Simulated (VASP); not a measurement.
A run of VASP 6.6.1 is set up as follows.

File INCAR:

```
SYSTEM = ZnRe
PREC     = Accurate       ! precision mode
ENCUT    = 520            ! plane-wave cutoff, eV
EDIFF    = 1E-6           ! SCF threshold, eV
ISMEAR   = -1             ! smearing method
SIGMA    = 0.02           ! smearing width, eV
LREAL    = .False.        ! projectors in reciprocal space
LASPH    = .True.         ! aspherical terms in the spheres
NELM     = 60             ! most SCF steps
ALGO     = Normal         ! electronic algorithm
ISIF     = 2              ! what is computed and relaxed
LWAVE    = .False.        ! write WAVECAR
LCHARG   = .False.        ! write CHGCAR
GGA      = RE             ! functional
NBANDS   = 16             ! bands
```

Contents of KPOINTS:

```
Automatic mesh
0
Gamma
  8 8 5
  0 0 0
```

The input POSCAR:

```
ZnRe
1.0
    2.7636307572      0.0115091182     -0.0027445591
   -1.3718488228      2.3682840339     -0.0020534110
   -0.0044874543     -0.0064807654      4.5210500638
Zn Re
1 1
Direct
    0.0077500000      0.0130000000      0.0514000000
    0.3758500000      0.7058400000      0.5251400000
```

Potentials or basis: VASP PAW PBE potentials, release 64 (Zn, Re).

Launch:

```sh
$ cat potpaw_PBE.64/Zn/POTCAR potpaw_PBE.64/Re/POTCAR > POTCAR
$ mpirun -np 1 vasp_std > vasp.out
```

(1) Estimate the pressure.

(2) Predict the largest force.

Results:

(1) 0.9 GPa.

(2) 1.125 eV/Å.

Caveat: the PAW data sets were made with another functional, which shifts forces and pressure a little.
